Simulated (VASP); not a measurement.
# Ca2ZrSe4 (C2/m) in VASP: single point with r2SCAN+rVV10

Aim: the single point of Ca2ZrSe4 with r2SCAN+rVV10.

All numbers are computed with VASP 6.6.1; they aren't measurements. Logs are shortened: lines on timing, memory, paths and dates and some standing lists are left out, and cuts for length are marked.

## (1) The cell of the first run

The structure is monoclinic, space group C2/m (No. 12). The conventional cell has a = 13.924 Å, b = 4.009 Å, c = 7.555 Å, α = 90.00°, β = 118.19°, γ = 90.00°. Ca (site symmetry m) has 6 Se at 2.84 to 3.07 Å and 1 Zr at 3.64 Å within 3.7 Å. Zr (site symmetry 2/m) has 6 Se at 2.62 to 2.75 Å within 3.4 Å. Se (site symmetry m) has 1 Zr at 2.62 Å and 3 Ca at 2.84 to 3.00 Å within 3.4 Å. Within 3.6 Å of Se (site symmetry m) lie 2 Zr at 2.75 Å and 3 Ca at 2.96 to 3.07 Å.

## (2) Single point, r2SCAN+rVV10

The input, POSCAR:

```
Ca2ZrSe4
1.0
    6.9539779970     -2.0043984993     -0.3366556516
    6.9539779970      2.0043984993     -0.3366556516
   -3.2424856127      0.0000000000      6.8238806012
Ca Zr Se
2 1 4
Direct
    0.2942895122      0.2942895122      0.3108087826
    0.7057104878      0.7057104878      0.6891912174
    0.0000000000      0.0000000000      0.0000000000
    0.1036701428      0.1036701428      0.3926934169
    0.8963298572      0.8963298572      0.6073065831
    0.3633423721      0.3633423721     -0.0041834626
    0.6366576279      0.6366576279      1.0041834626
```

The input, INCAR.step1:

```
SYSTEM = Ca2ZrSe4
PREC = Accurate ; ENCUT = 550
ISMEAR = -1 ; SIGMA = 0.03
LREAL = .False. ; LASPH = .True.
NELM = 120 ; NBANDS = 37
GGA = PE ; ALGO = Normal
EDIFF = 1E-5 ; LWAVE = .True.
LCHARG = .False. ; GGA_COMPAT = .False.
```

The input, INCAR.step2:

```
SYSTEM = Ca2ZrSe4
PREC = Accurate ; ENCUT = 550
EDIFF = 1E-6 ; ISMEAR = -1
SIGMA = 0.03 ; LREAL = .False.
LASPH = .True. ; NELM = 120
ALGO = Normal ; ISIF = 2
LWAVE = .False. ; LCHARG = .False.
METAGGA = R2SCAN ; LMIXTAU = .True.
LUSE_VDW = .True. ; IVDW_NL = 2
BPARAM = 11.95 ; CPARAM = 0.0093
NBANDS = 37 ; ISTART = 1
GGA_COMPAT = .False.
```

The input, KPOINTS:

```
regular mesh
0
Gamma
  6 6 4
  0 0 0
```

Potentials or basis: VASP PAW PBE potentials, release 64 (Ca_sv, Zr_sv, Se).

On the command line:

```bash
> cat potpaw_PBE.64/Ca_sv/POTCAR potpaw_PBE.64/Zr_sv/POTCAR potpaw_PBE.64/Se/POTCAR > POTCAR
> cp INCAR.step1 INCAR
> mpirun -np 1 vasp_std > vasp.out
> cp INCAR.step2 INCAR
> mpirun -np 1 vasp_std > vasp.out
```

OUTCAR:

```text
SYSTEM = Ca2ZrSe4
   PREC = Accurate
   ENCUT = 550
   EDIFF = 1E-6
   ISMEAR = -1
   LREAL = .False.
   LASPH = .True.
   NELM = 120
   ISIF = 2
   METAGGA = R2SCAN
   IVDW_NL = 2
   BPARAM = 11.95
   ISTART = 1

 ion  position               nearest neighbor table
   1  0.294  0.294  0.311-   5 2.84   5 2.84   6 2.96
   2  0.706  0.706  0.689-   4 2.84   4 2.84   7 2.96
   3  0.000  0.000  0.000-   4 2.62   5 2.62   7 2.75   7 2.75   6 2.75   6 2.75
   4  0.104  0.104  0.393-   3 2.62   2 2.84   2 2.84
   5  0.896  0.896  0.607-   3 2.62   1 2.84   1 2.84
   6  0.363  0.363  0.996-   3 2.75   3 2.75   1 2.96
   7  0.637  0.637  0.004-   3 2.75   3 2.75   2 2.96

  LATTYP: Found a base centered monoclinic cell.
 ALAT       =    13.9242446130
 B/A-ratio  =     0.2879005009
 C/A-ratio  =     0.5425837213
 COS(beta)  =    -0.4723535589

  Lattice vectors:

 A1 = (   6.9539779970,  -2.0043984993,  -0.3366556516)
 A2 = (   6.9539779970,   2.0043984993,  -0.3366556516)
 A3 = (  -3.2424856127,   0.0000000000,   6.8238806012)

Analysis of symmetry for initial positions (statically):
=====================================================================
 Subroutine PRICEL returns:
 Original cell was already a primitive cell.

 Routine SETGRP: Setting up the symmetry group for a
 base centered monoclinic supercell.

 Subroutine GETGRP returns: Found  4 space group operations
 (whereof  4 operations were pure point group operations)
 out of a pool of  4 trial point group operations.

The static configuration has the point symmetry C_2h.

Analysis of symmetry for dynamics (positions and initial velocities):
=====================================================================
 Subroutine PRICEL returns:
 Original cell was already a primitive cell.

 Routine SETGRP: Setting up the symmetry group for a
 base centered monoclinic supercell.

 Subroutine GETGRP returns: Found  4 space group operations
 (whereof  4 operations were pure point group operations)
 out of a pool of  4 trial point group operations.

The dynamic configuration has the point symmetry C_2h.

 Subroutine INISYM returns: Found  4 space group operations
 (whereof  4 operations are pure point group operations),
 and found     1 'primitive' translations

----------------------------------------------------------------------------------------

                                     Primitive cell

  volume of cell :     185.8539

  direct lattice vectors                    reciprocal lattice vectors
     6.953977997 -2.004398499 -0.336655652     0.073594237 -0.249451394  0.034969583
     6.953977997  2.004398499 -0.336655652     0.073594237  0.249451394  0.034969583
    -3.242485613  0.000000000  6.823880601     0.007261533  0.000000000  0.149994625

  length of vectors
     7.244912722  7.244912722  7.555068458     0.262421382  0.262421382  0.150170295

  position of ions in fractional coordinates (direct lattice)
     0.294289512  0.294289512  0.310808783
     0.705710488  0.705710488  0.689191217
     0.000000000  0.000000000  0.000000000
     0.103670143  0.103670143  0.392693417
     0.896329857  0.896329857  0.607306583
     0.363342372  0.363342372  0.995816537
     0.636657628  0.636657628  0.004183463

  ion indices of the primitive-cell ions
   primitive index   ion index
                 1           1
                 2           2
                 3           3
                 4           4
                 5           5
                 6           6
                 7           7

----------------------------------------------------------------------------------------

 KPOINTS: regular mesh

Automatic generation of k-mesh.
 Grid dimensions read from file:
 generate k-points for:    6    6    4

 Generating k-lattice:

  Cartesian coordinates                     Fractional coordinates (reciprocal lattice)
     0.012265706 -0.041575232  0.005828264     0.166666667 -0.000000000  0.000000000
     0.012265706  0.041575232  0.005828264    -0.000000000  0.166666667  0.000000000
     0.001815383  0.000000000  0.037498656     0.000000000  0.000000000  0.250000000

  Length of vectors
     0.043736897  0.043736897  0.037542574

  Shift w.r.t. Gamma in fractional coordinates (k-lattice)
     0.000000000  0.000000000  0.000000000

 Subroutine IBZKPT returns following result:
 ===========================================

 Found     47 irreducible k-points:

 Following reciprocal coordinates:
            Coordinates               Weight
  0.000000  0.000000  0.000000      1.000000
  0.166667 -0.000000 -0.000000      4.000000
  0.333333 -0.000000 -0.000000      4.000000
  0.500000 -0.000000 -0.000000      2.000000
  0.166667  0.166667 -0.000000      2.000000
  0.333333  0.166667 -0.000000      4.000000
[... 16 lines left out ...]
 -0.333333  0.166667  0.250000      4.000000
 -0.166667  0.166667  0.250000      4.000000
 [... further k-points ...]
   k-points           NKPTS =     47   k-points in BZ     NKDIM =     47   number of bands    NBANDS=     37
   number of dos      NEDOS =    301   number of ions     NIONS =      7
   total plane-waves  NPLWV = 188160
   dimension x,y,z NGX =    56 NGY =   56 NGZ =   60
   dimension x,y,z NGXF=   112 NGYF=  112 NGZF=  120
   ions per type =               2   1   4
   NGX,Y,Z   is equivalent  to a cutoff of  12.85, 12.85, 13.20 a.u.
   NGXF,Y,Z  is equivalent  to a cutoff of  25.70, 25.70, 26.41 a.u.
 SYSTEM =  Ca2ZrSe4
   PREC   = accura    normal or accurate (medium, high low for compatibility)
   ISTART =      1    job   : 0-new  1-cont  2-samecut
   ICHARG =      0    charge: 1-file 2-atom 10-const
   ISPIN  =      1    spin polarized calculation?
   LNONCOLLINEAR =      F non collinear calculations
   LSORBIT =      F    spin-orbit coupling
   LASPH  =      T    aspherical Exc in radial PAW
   ENCUT  =  550.0 eV  40.42 Ry    6.36 a.u.  13.85 13.85 14.45*2*pi/ulx,y,z
   NELM   =    120;   NELMIN=  2; NELMDL=  0     # of ELM steps
   EDIFF  = 0.1E-05   stopping-criterion for ELM
   LREAL  =      F    real-space projection
   EDIFFG = 0.1E-04   stopping-criterion for IOM
   NSW    =      0    number of steps for IOM
   IBRION =     -1    ionic relax: 0-MD 1-quasi-New 2-CG
   NFREE  =      0    steps in history (QN), initial steepest desc. (CG)
   ISIF   =      2    stress and relaxation
   ISYM   =      2    0-nonsym 1-usesym 2-fastsym
   POTIM  = 0.5000    time-step for ionic-motion
   TEBEG  =    0.0;   TEEND  =   0.0 temperature during run
   PSTRESS=    0.0 pullay stress
   NELECT =      56.0000    total number of electrons
   NUPDOWN=      -1.0000    fix difference up-down
   EMIN   =  10.00;   EMAX   =-10.00  energy-range for DOS
   EFERMI =   0.00;   METHOD = LEGACY
   ISMEAR =    -1;   SIGMA  =   0.03  broadening in eV -4-tet -1-fermi 0-gaus
   EFERMI_NEDOS =   21; number of points for ismear=-14 and -15
   IALGO  =     38    algorithm
   IMIX   =      4    mixing-type and parameters
     AMIX     =   0.40;   BMIX     =  1.00
     AMIX_MAG =   1.60;   BMIX_MAG =  1.00
  volume/ion in A,a.u.               =      26.55       179.17
  Fermi-wavevector in a.u.,A,eV,Ry     =   1.097523  2.074018 16.388988  1.204557
  Thomas-Fermi vector in A             =   2.233884
   LORBIT       =      0    0 simple, 1 ext, 2 COOP (PROOUT), +10 PAW based schemes
   METAGGA = R2SCAN    functional components
   LHFCALC =     F    Hartree Fock is set to
   AEXX    =    0.0000 exact exchange contribution
   IVDW_NL    =     2    kernel type
   BPARAM     =11.9500
   IVDW    =     0    specifies the selected vdW correction
   LEPSILON=     F    determine dielectric tensor
   LRPA    =     F    only Hartree local field effects (RPA)
 non-spin polarized calculation
  energy-cutoff  :      550.00
  volume of cell :      185.85
 maximum number of plane-waves:      5471
   NGX = 27   NGY = 27   NGZ = 29

 number of electron      56.0000001 magnetization

 Free energy of the ion-electron system (eV)
  ---------------------------------------------------
  ext. energy  EPLUGINS =         0.00000000
  ---------------------------------------------------
  free energy    TOTEN  =      -105.75841801 eV

  energy without entropy =     -105.75841799  energy(sigma->0) =     -105.75841800

 E-fermi :   3.3028     XC(G=0):  -9.6286

 val. band max:        2.8627944590   @ k =   0.5000   0.5000   0.5000
 cond. band min:       3.7676929102   @ k =   0.5000   0.5000  -0.0000
 fundamental gap:      0.9048984513
 Fermi energy:         3.3027908337

 k-point     1 :       0.0000    0.0000    0.0000
  band No.  band energies     occupation
      1     -48.3519      2.00000
      2     -38.7717      2.00000
      3     -38.7685      2.00000
      4     -25.6911      2.00000
      5     -25.6197      2.00000
      6     -25.5984      2.00000
[... 29 lines left out ...]
     36       7.6354      0.00000
     37       7.9432      0.00000

 k-point     2 :       0.1667   -0.0000   -0.0000
  band No.  band energies     occupation
      1     -48.3512      2.00000
      2     -38.7705      2.00000
      3     -38.7677      2.00000
      4     -25.6869      2.00000
      5     -25.6383      2.00000
      6     -25.5972      2.00000
[... 29 lines left out ...]
     36       7.6010      0.00000
     37       7.9562      0.00000

 k-point     3 :       0.3333   -0.0000   -0.0000
  band No.  band energies     occupation
      1     -48.3497      2.00000
      2     -38.7680      2.00000
      3     -38.7664      2.00000
      4     -25.6784      2.00000
      5     -25.6751      2.00000
      6     -25.5948      2.00000
[... 29 lines left out ...]
     36       7.8388      0.00000
     37       8.1760      0.00000
[... 761 lines left out ...]
 k-point    23 :      -0.3333    0.1667    0.2500
  band No.  band energies     occupation
      1     -48.3490      2.00000
      2     -38.7662      2.00000
      3     -38.7662      2.00000
      4     -25.6934      2.00000
      5     -25.6742      2.00000
      6     -25.5936      2.00000
[... 29 lines left out ...]
     36       8.0307      0.00000
     37       8.4638      0.00000

 k-point    24 :      -0.1667    0.1667    0.2500
  band No.  band energies     occupation
      1     -48.3497      2.00000
      2     -38.7679      2.00000
      3     -38.7665      2.00000
      4     -25.6784      2.00000
      5     -25.6751      2.00000
      6     -25.5948      2.00000
[... 29 lines left out ...]
     36       8.0213      0.00000
     37       8.1913      0.00000

 [... further k-points ...]

------------------------ aborting loop because EDIFF is reached ----------------------------------------

  FORCE on cell =-STRESS in cart. coord.  units (eV):
  Direction    XX          YY          ZZ          XY          YZ          ZX
  --------------------------------------------------------------------------------------
  -------------------------------------------------------------------------------------
  Total        0.2727392      0.3012949      0.3435245      0.0000000      0.0000000     -0.0011225
  in kB        2.3511833      2.5973513      2.9613969      0.0000000      0.0000000     -0.0096764
  external PRESSURE =       2.6366438 kB  Pullay stress =       0.0000000 kB

 VOLUME and BASIS-vectors are now :
 -----------------------------------------------------------------------------
  energy-cutoff  :      550.00
  volume of cell :      185.85
      direct lattice vectors                 reciprocal lattice vectors
     6.953977997 -2.004398499 -0.336655652     0.073594237 -0.249451394  0.034969583
     6.953977997  2.004398499 -0.336655652     0.073594237  0.249451394  0.034969583
    -3.242485613  0.000000000  6.823880601     0.007261533  0.000000000  0.149994625

 POSITION                                       TOTAL-FORCE (eV/Angst)
 -----------------------------------------------------------------------------------
      3.08517      0.00000      1.92277         0.009734      0.000000     -0.014201
      7.58030      0.00000      4.22780        -0.009734      0.000000      0.014201
      0.00000      0.00000      0.00000        -0.000000      0.000000     -0.000000
      0.16854      0.00000      2.60989        -0.023820      0.000000     -0.018431
     10.49693      0.00000      3.54068         0.023820      0.000000      0.018431
      1.82443      0.00000      6.55069         0.007637      0.000000      0.002469
      8.84104      0.00000     -0.40012        -0.007637      0.000000     -0.002469
 -----------------------------------------------------------------------------------
    total drift:                                0.000000      0.000000     -0.000000

  FREE ENERGIE OF THE ION-ELECTRON SYSTEM (eV)
  ---------------------------------------------------
  free  energy   TOTEN  =      -105.7584180067 eV

  energy  without entropy=     -105.7584179879  energy(sigma->0) =     -105.75841800
```

It took 63 min on 1 thread of Intel Xeon 8259CL, shared host; peak memory 1.3 GiB.

Results:

```
Free energy            : -105.7584 eV
Pressure               : 0.3 GPa
Largest force          : 0.030 eV/Å
Band gap on the k mesh : 0.90 eV (least direct gap 0.91 eV)
```

Forces in eV/Å, atoms in the order of the input:
```
Ca   0.010  0.000 -0.014
Ca  -0.010  0.000  0.014
Zr   0.000  0.000  0.000
Se  -0.024  0.000 -0.018
Se   0.024  0.000  0.018
Se   0.008  0.000  0.002
Se  -0.008  0.000 -0.002
```

Levels at points of the mesh, in eV from the valence-band top:
```tsv
k point	band 24	band 25	band 26	band 27	band 28	band 29	band 30	band 31	band 32	band 33
(0.00, 0.00, 0.00)	-1.01	-0.92	-0.45	-0.11	-0.02	0.93	2.21	2.30	3.49	3.52
(0.50, 0.00, 0.00)	-1.90	-1.67	-1.49	-0.93	-0.60	1.80	2.21	2.58	3.76	3.98
(0.50, 0.50, 0.00)	-1.60	-0.97	-0.74	-0.72	-0.59	0.90	2.34	2.55	3.44	4.16
(0.00, 0.00, 0.50)	-1.23	-0.85	-0.46	-0.38	-0.24	0.99	2.49	2.71	3.28	3.44
(0.50, 0.00, 0.50)	-1.54	-1.38	-1.38	-1.02	-0.87	1.77	2.08	2.58	3.56	3.96
(0.50, 0.50, 0.50)	-1.71	-1.00	-0.65	-0.31	0.00	0.91	2.12	2.29	3.70	4.14
```

Caveat: the PAW data sets were made with another functional, which shifts forces and pressure a little. A k mesh can miss the band edges.
